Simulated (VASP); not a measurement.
# H4C in VASP: notebook

H4C is run at these levels: PBE+D3(BJ); tasks: single point.

Program: VASP 6.6.1. These are calculated values, not measurements. Logs are shortened: lines on timing, memory, paths and dates and some standing lists are left out, and cuts for length are marked.

## 1. The cell of the first run

The cell holds an amorphous packing of atoms, 30 atoms: a = 7.230 Å, b = 7.230 Å, c = 7.230 Å, α = 90.00°, β = 90.00°, γ = 90.00°.

## 2. Single point, PBE+D3(BJ)

INCAR

```
PREC = Accurate
ENCUT = 520
EDIFF = 1E-7
ISMEAR = -1
SIGMA = 0.02
LREAL = Auto
LASPH = T
NELM = 60
ALGO = Normal
ISIF = 2
LWAVE = F
LCHARG = F
GGA = PE
IVDW = 12
NBANDS = 45
```

KPOINTS

```
Automatic mesh
0
Gamma
  1 1 1
```

POSCAR

```
H4C
1.0
    7.2304270000      0.0000000000      0.0000000000
    0.0000000000      7.2304270000      0.0000000000
    0.0000000000      0.0000000000      7.2304270000
C H
6 24
Direct
    0.2592845386      0.8316423845      0.1207277732
    0.7045039135      0.8695770376      0.8722801929
    0.9452806912      0.0446789299      0.4672058254
    0.4449553603      0.2181748149      0.4992939358
    0.8496340928      0.5007457781      0.2088608682
    0.1261676417      0.5365526818      0.7143910753
    0.3970158404      0.8673404166      0.1736166283
    0.1574443642      0.8433113328      0.2318466042
    0.2599854627      0.6897540225      0.0675567413
    0.2229445467      0.9273529263      0.0089465081
    0.7758858276      0.9513463371      0.9786234742
    0.6214127104      0.7617725129      0.9391164620
    0.8069079918      0.8056143524      0.7804814464
    0.6140442468      0.9600336357      0.7913986047
    0.8804204210      0.1405716181      0.5650820185
    0.8473951356     -0.0656511156      0.4333065623
    1.0695519795     -0.0154033519      0.5302499545
    0.9834390256      0.1191930898      0.3409540588
    0.5840985611      0.2735159086      0.5273907291
    0.3829227592      0.1699259877      0.6287623237
    0.4550704182      0.1017724418      0.4010483379
    0.3571016941      0.3277390620      0.4406045225
    0.8737700303      0.6498535042      0.1930357864
    0.8253455185      0.4675682988      0.3548220225
    0.9709013898      0.4245586664      0.1598685947
    0.7282223024      0.4604114895      0.1272798480
    0.1267642377      0.6657462270      0.6351415915
    0.0711356725      0.4251930734      0.6278709915
    0.0399048178      0.5533716398      0.8378232593
    0.2678652084      0.5019296972      0.7551868586
```

Potentials or basis: VASP PAW PBE potentials, release 64 (C, H).

Launch:

```sh
> cat potpaw_PBE.64/C/POTCAR potpaw_PBE.64/H/POTCAR > POTCAR
> mpirun -np 1 vasp_gam > vasp.out
```

OUTCAR:

```text
PREC = Accurate
   ENCUT = 520
   EDIFF = 1E-7
   ISMEAR = -1
   LREAL = Auto
   LASPH = T
   NELM = 60
   ISIF = 2
   GGA = PE
   IVDW = 12
 IVDW          = 12

 ion  position               nearest neighbor table
   1  0.259  0.832  0.121-   8 1.09   9 1.10  10 1.10   7 1.10
   2  0.705  0.870  0.872-  14 1.09  12 1.10  13 1.10  11 1.10
   3  0.945  0.045  0.467-  16 1.09  18 1.10  15 1.10  17 1.10
   4  0.445  0.218  0.499-  20 1.10  22 1.10  19 1.10  21 1.10
   5  0.850  0.501  0.209-  25 1.09  24 1.10  26 1.10  23 1.10
   6  0.126  0.537  0.714-  28 1.09  30 1.10  29 1.10  27 1.10
   7  0.397  0.867  0.174-   1 1.10
   8  0.157  0.843  0.232-   1 1.09
   9  0.260  0.690  0.068-   1 1.10
  10  0.223  0.927  0.009-   1 1.10
  11  0.776  0.951  0.979-   2 1.10
  12  0.621  0.762  0.939-   2 1.10
[... 16 lines left out ...]
  29  0.040  0.553  0.838-   6 1.10
  30  0.268  0.502  0.755-   6 1.10

  LATTYP: Found a simple cubic cell.
 ALAT       =     7.2304270000

  Lattice vectors:

 A1 = (   7.2304270000,   0.0000000000,   0.0000000000)
 A2 = (   0.0000000000,   7.2304270000,   0.0000000000)
 A3 = (   0.0000000000,   0.0000000000,   7.2304270000)

Analysis of symmetry for initial positions (statically):
=====================================================================
 Subroutine PRICEL returns:
 Original cell was already a primitive cell.

 Routine SETGRP: Setting up the symmetry group for a
 simple cubic supercell.

 Subroutine GETGRP returns: Found  1 space group operations
 (whereof  1 operations were pure point group operations)
 out of a pool of 48 trial point group operations.

The static configuration has the point symmetry C_1 .

Analysis of symmetry for dynamics (positions and initial velocities):
=====================================================================
 Subroutine PRICEL returns:
 Original cell was already a primitive cell.

 Routine SETGRP: Setting up the symmetry group for a
 simple cubic supercell.

 Subroutine GETGRP returns: Found  1 space group operations
 (whereof  1 operations were pure point group operations)
 out of a pool of 48 trial point group operations.

The dynamic configuration has the point symmetry C_1 .

 Subroutine INISYM returns: Found  1 space group operations
 (whereof  1 operations are pure point group operations),
 and found     1 'primitive' translations

----------------------------------------------------------------------------------------

                                     Primitive cell

  volume of cell :     378.0000

  direct lattice vectors                    reciprocal lattice vectors
     7.230427000  0.000000000  0.000000000     0.138304418  0.000000000  0.000000000
     0.000000000  7.230427000  0.000000000     0.000000000  0.138304418  0.000000000
     0.000000000  0.000000000  7.230427000     0.000000000  0.000000000  0.138304418

  length of vectors
     7.230427000  7.230427000  7.230427000     0.138304418  0.138304418  0.138304418

  position of ions in fractional coordinates (direct lattice)
     0.259284539  0.831642385  0.120727773
     0.704503913  0.869577038  0.872280193
     0.945280691  0.044678930  0.467205825
     0.444955360  0.218174815  0.499293936
     0.849634093  0.500745778  0.208860868
     0.126167642  0.536552682  0.714391075
[... 22 lines left out ...]
     0.039904818  0.553371640  0.837823259
     0.267865208  0.501929697  0.755186859

  ion indices of the primitive-cell ions
   primitive index   ion index
                 1           1
                 2           2
                 3           3
                 4           4
                 5           5
                 6           6
[... 22 lines left out ...]
                29          29
                30          30

----------------------------------------------------------------------------------------

 KPOINTS: Automatic mesh

Automatic generation of k-mesh.
 Grid dimensions read from file:
 generate k-points for:    1    1    1

 Generating k-lattice:

  Cartesian coordinates                     Fractional coordinates (reciprocal lattice)
     0.138304418  0.000000000  0.000000000     1.000000000  0.000000000  0.000000000
     0.000000000  0.138304418  0.000000000     0.000000000  1.000000000  0.000000000
     0.000000000  0.000000000  0.138304418     0.000000000  0.000000000  1.000000000

  Length of vectors
     0.138304418  0.138304418  0.138304418

  Shift w.r.t. Gamma in fractional coordinates (k-lattice)
     0.000000000  0.000000000  0.000000000

 Subroutine IBZKPT returns following result:
 ===========================================

 Found      1 irreducible k-points:

 Following reciprocal coordinates:
            Coordinates               Weight
  0.000000  0.000000  0.000000      1.000000
   k-points           NKPTS =      1   k-points in BZ     NKDIM =      1   number of bands    NBANDS=     45
   number of dos      NEDOS =    301   number of ions     NIONS =     30
   total plane-waves  NPLWV = 157464
   dimension x,y,z NGX =    54 NGY =   54 NGZ =   54
   dimension x,y,z NGXF=   108 NGYF=  108 NGZF=  108
   ions per type =               6  24
   NGX,Y,Z   is equivalent  to a cutoff of  12.42, 12.42, 12.42 a.u.
   NGXF,Y,Z  is equivalent  to a cutoff of  24.83, 24.83, 24.83 a.u.
 SYSTEM =  unknown system
   PREC   = accura    normal or accurate (medium, high low for compatibility)
   ISTART =      0    job   : 0-new  1-cont  2-samecut
   ICHARG =      2    charge: 1-file 2-atom 10-const
   ISPIN  =      1    spin polarized calculation?
   LNONCOLLINEAR =      F non collinear calculations
   LSORBIT =      F    spin-orbit coupling
   LASPH  =      T    aspherical Exc in radial PAW
   ENCUT  =  520.0 eV  38.22 Ry    6.18 a.u.  13.44 13.44 13.44*2*pi/ulx,y,z
   NELM   =     60;   NELMIN=  2; NELMDL= -5     # of ELM steps
   EDIFF  = 0.1E-06   stopping-criterion for ELM
   LREAL  =      T    real-space projection
   EDIFFG = 0.1E-05   stopping-criterion for IOM
   NSW    =      0    number of steps for IOM
   IBRION =     -1    ionic relax: 0-MD 1-quasi-New 2-CG
   NFREE  =      0    steps in history (QN), initial steepest desc. (CG)
   ISIF   =      2    stress and relaxation
   ISYM   =      2    0-nonsym 1-usesym 2-fastsym
   POTIM  = 0.5000    time-step for ionic-motion
   TEBEG  =    0.0;   TEEND  =   0.0 temperature during run
   PSTRESS=    0.0 pullay stress
   NELECT =      48.0000    total number of electrons
   NUPDOWN=      -1.0000    fix difference up-down
   EMIN   =  10.00;   EMAX   =-10.00  energy-range for DOS
   EFERMI =   0.00;   METHOD = LEGACY
   ISMEAR =    -1;   SIGMA  =   0.02  broadening in eV -4-tet -1-fermi 0-gaus
   EFERMI_NEDOS =   21; number of points for ismear=-14 and -15
   IALGO  =     38    algorithm
   IMIX   =      4    mixing-type and parameters
     AMIX     =   0.40;   BMIX     =  1.00
     AMIX_MAG =   1.60;   BMIX_MAG =  1.00
  volume/ion in A,a.u.               =      12.60        85.03
  Fermi-wavevector in a.u.,A,eV,Ry     =   0.822857  1.554975  9.212429  0.677094
  Thomas-Fermi vector in A             =   1.934266
   LORBIT       =      0    0 simple, 1 ext, 2 COOP (PROOUT), +10 PAW based schemes
   GGA     = PE    functional components
   LHFCALC =     F    Hartree Fock is set to
   AEXX    =    0.0000 exact exchange contribution
   IVDW    =    12    specifies the selected vdW correction
   LEPSILON=     F    determine dielectric tensor
   LRPA    =     F    only Hartree local field effects (RPA)
 non-spin polarized calculation
  energy-cutoff  :      520.00
  volume of cell :      378.00
 maximum number of plane-waves:      5066
 NGX is ok and might be reduce to    54
   NGX = 27   NGY = 27   NGZ = 27

 number of electron      47.9999999 magnetization

 Free energy of the ion-electron system (eV)
  ---------------------------------------------------
  ext. energy  EPLUGINS =         0.00000000
  ---------------------------------------------------
  free energy    TOTEN  =      -144.18489060 eV

  energy without entropy =     -144.18489060  energy(sigma->0) =     -144.18489060

 E-fermi :  -6.1641     XC(G=0):  -5.5099

 val. band max:       -6.6643187381   @ k =   0.0000   0.0000   0.0000
 cond. band min:       0.4977471029   @ k =   0.0000   0.0000   0.0000
 fundamental gap:      7.1620658411
 Fermi energy:        -6.1640648904

 k-point     1 :       0.0000    0.0000    0.0000
  band No.  band energies     occupation
      1     -15.2650      2.00000
      2     -14.9370      2.00000
      3     -14.9235      2.00000
      4     -14.8922      2.00000
      5     -14.8236      2.00000
      6     -14.8115      2.00000
[... 28 lines left out ...]
     35       4.4414      0.00000
     36       4.5464      0.00000
 [bands above 36 left out]

------------------------ aborting loop because EDIFF is reached ----------------------------------------

 Edisp (eV)   -0.78579

 E8    (eV) :    -0.1634

  FORCE on cell =-STRESS in cart. coord.  units (eV):
  Direction    XX          YY          ZZ          XY          YZ          ZX
  --------------------------------------------------------------------------------------
  -------------------------------------------------------------------------------------
  Total      -0.46567    -0.63260    -0.51628    -0.18618    -0.03381    -0.38810
  in kB      -1.97376    -2.68133    -2.18829    -0.78915    -0.14330    -1.64497
  external pressure =       -2.28 kB  Pullay stress =        0.00 kB

 VOLUME and BASIS-vectors are now :
 -----------------------------------------------------------------------------
  energy-cutoff  :      520.00
  volume of cell :      378.00
      direct lattice vectors                 reciprocal lattice vectors
     7.230427000  0.000000000  0.000000000     0.138304418  0.000000000  0.000000000
     0.000000000  7.230427000  0.000000000     0.000000000  0.138304418  0.000000000
     0.000000000  0.000000000  7.230427000     0.000000000  0.000000000  0.138304418

 POSITION                                       TOTAL-FORCE (eV/Angst)
 -----------------------------------------------------------------------------------
      1.87474      6.01313      0.87291         0.087968      0.002296      0.021986
      5.09386      6.28741      6.30696         0.030113     -0.055790      0.032265
      6.83478      0.32305      3.37810         0.064210      0.047320      0.040958
      3.21722      1.57750      3.61011         0.106320      0.036940     -0.162242
      6.14322      3.62061      1.51015        -0.085609      0.088472      0.035582
      0.91225      3.87950      5.16535        -0.024472      0.010427     -0.002300
[... 22 lines left out ...]
      0.28853      4.00111      6.05782         0.007680     -0.004682     -0.029243
      1.93678      3.62917      5.46032         0.000625      0.013633      0.015989
 -----------------------------------------------------------------------------------
    total drift:                               -0.005643      0.005328      0.012316

  FREE ENERGIE OF THE ION-ELECTRON SYSTEM (eV)
  ---------------------------------------------------
  free  energy   TOTEN  =      -144.9706813316 eV

  energy  without entropy=     -144.9706813316  energy(sigma->0) =     -144.97068133
```

Run time: 79 s. Hardware: 1 thread of Intel Xeon 8259CL, shared host; peak memory 0.35 GiB.

Results:

| Item | Value |
| --- | --- |
| Free energy | -144.9707 eV |
| Pressure | -0.2 GPa |
| Largest force | 0.261 eV/Å |
| Band gap on the k mesh | 7.16 eV |
| Dispersion energy per atom | -0.026 eV |

Forces on the atoms (eV/Å):
```
C    0.088  0.002  0.022
C    0.030 -0.056  0.032
C    0.064  0.047  0.041
C    0.106  0.037 -0.162
C   -0.086  0.088  0.036
C   -0.024  0.010 -0.002
H   -0.066 -0.038 -0.003
H    0.005 -0.002  0.025
H    0.028  0.032  0.003
H   -0.017 -0.010 -0.038
H   -0.012 -0.025 -0.031
H    0.043  0.042 -0.042
H   -0.037  0.029  0.049
H   -0.023  0.021 -0.016
H    0.016 -0.050 -0.021
H   -0.051 -0.041  0.012
H   -0.046  0.018 -0.039
H    0.016 -0.007  0.027
H   -0.222 -0.054 -0.065
H   -0.009 -0.019  0.013
H    0.000  0.205  0.161
H    0.130 -0.134  0.030
H   -0.020 -0.118  0.010
H   -0.002  0.033 -0.035
H    0.050 -0.013 -0.023
H    0.032 -0.002  0.023
H    0.015  0.012  0.009
H   -0.019 -0.020 -0.004
H    0.008 -0.005 -0.029
H    0.001  0.014  0.016
```

Stress tensor (GPa, compression positive):
```
-0.20 -0.08 -0.16
-0.08 -0.27 -0.01
-0.16 -0.01 -0.22
```

Caveat: the k points lie up to 0.87 Å⁻¹ apart.

## 3. Single point, PBE+D3(BJ)

INCAR

```
PREC = Accurate
ENCUT = 520
EDIFF = 1E-7
ISMEAR = -1
SIGMA = 0.02
LREAL = Auto
LASPH = True
NELM = 60
ALGO = Normal
ISIF = 2
LWAVE = False
LCHARG = True
GGA = PE
IVDW = 12
LELF = True
LVHAR = True
NBANDS = 45
```

KPOINTS

```
regular mesh
0
Gamma
  1 1 1
```

POSCAR

```
H4C
1.0
    7.2304270000      0.0000000000      0.0000000000
    0.0000000000      7.2304270000      0.0000000000
    0.0000000000      0.0000000000      7.2304270000
C H
6 24
Direct
    0.2271511765      0.9608837763      0.1110861087
    0.7433447568      0.8711657002      0.9182998459
    0.8667122979     -0.0279928143      0.4152590158
    0.3684429702      0.2276905638      0.5496770799
    0.9530834071      0.5105230991      0.2357675418
    0.1932665941      0.5822477704      0.7718492974
    0.2465552864      1.0034815371      0.2717128601
    0.3720527156      0.9545494339      0.0719182975
    0.1462016005      1.0834353213      0.0502874865
    0.1675419723      0.8229804409      0.1039081094
    0.7187542313      0.9120346558      1.0522615054
    0.8829354062      0.8764489289      0.8613322560
    0.6774980233      0.9598326627      0.8185685299
    0.6714126289      0.7052557200      0.9198765163
    0.8211686530     -0.1563254840      0.4823089978
    0.7415329689      0.0375219887      0.3639619071
    0.9769685801     -0.0740758464      0.3295517678
    0.9098079546      0.0418094256      0.5504377542
    0.3717622763      0.1718570701      0.4096161956
    0.2272064983      0.1974157266      0.6178196668
    0.4165314165      0.3859384792      0.5693301378
    0.4578152853      0.1335744072      0.6290638160
    0.8136448926      0.5600084200      0.1992413449
    0.9832476007      0.6534883763      0.2131547694
    1.0059571862      0.4395176108      0.1279315869
    0.9403455702      0.4295043709      0.3571573297
    0.0901053285      0.5120444477      0.7078420127
    0.1403651541      0.6740542433      0.8762691332
    0.2583941446      0.6627132810      0.6673603094
    0.2943256325      0.4925435247      0.8562703143
```

Potentials or basis: VASP PAW PBE potentials, release 64 (C, H).

Launch:

```sh
> cat potpaw_PBE.64/C/POTCAR potpaw_PBE.64/H/POTCAR > POTCAR
> mpirun -np 1 vasp_gam > vasp.out
```

It took 87 s on 1 thread of Intel Xeon 8259CL, shared host; peak memory 0.36 GiB.

It converged, with:

- Free energy: -141.9003 eV
- Pressure: 0.2 GPa
- Largest force: 4.811 eV/Å
- Band gap on the k mesh: 6.11 eV
- Dispersion energy per atom: -0.027 eV

Forces in eV/Å, atoms in the order of the input:
```
C    0.335  2.184  2.831
C   -1.138 -4.053 -2.330
C   -0.758 -0.351  3.353
C   -0.388  1.019  1.584
C   -2.832  2.139  0.206
C    2.760  0.389  2.903
H   -0.666 -0.894 -2.346
H    0.144  0.118 -0.771
H    0.768 -1.519  0.225
H   -0.302  0.177 -0.123
H    0.130  1.107  2.278
H    0.439 -0.612  0.780
H   -1.165  0.176 -0.230
H    1.619  3.336 -0.579
H   -0.424 -0.430 -0.223
H    0.227  0.255 -0.587
H    0.558  0.579 -0.784
H    0.175  0.094 -1.508
H   -0.080  0.577 -0.222
H    1.154  0.751 -0.930
H   -0.858 -2.703 -0.541
H    0.396  0.325  0.086
H   -0.981 -1.400 -0.270
H    2.011  0.859  1.372
H    1.212 -1.980 -2.669
H    0.526  0.146  1.383
H   -2.389 -1.996 -1.124
H   -0.537  0.517  0.159
H    0.937  0.605 -0.631
H   -0.873  0.585 -1.292
```

Stress tensor (GPa, compression positive):
```
 1.42 -0.01 -0.72
-0.01 -2.20  1.75
-0.72  1.75  1.30
```

Levels at points of the mesh, in eV from the valence-band top:
```
           k point  band 21  band 22  band 23  band 24  band 25  band 26  band 27  band 28
(0.00, 0.00, 0.00)    -0.81    -0.76    -0.38     0.00     6.11     8.08     8.34     8.57
```

Caveat: the k points lie up to 0.87 Å⁻¹ apart.

(Part 1 of 2 ends here.)
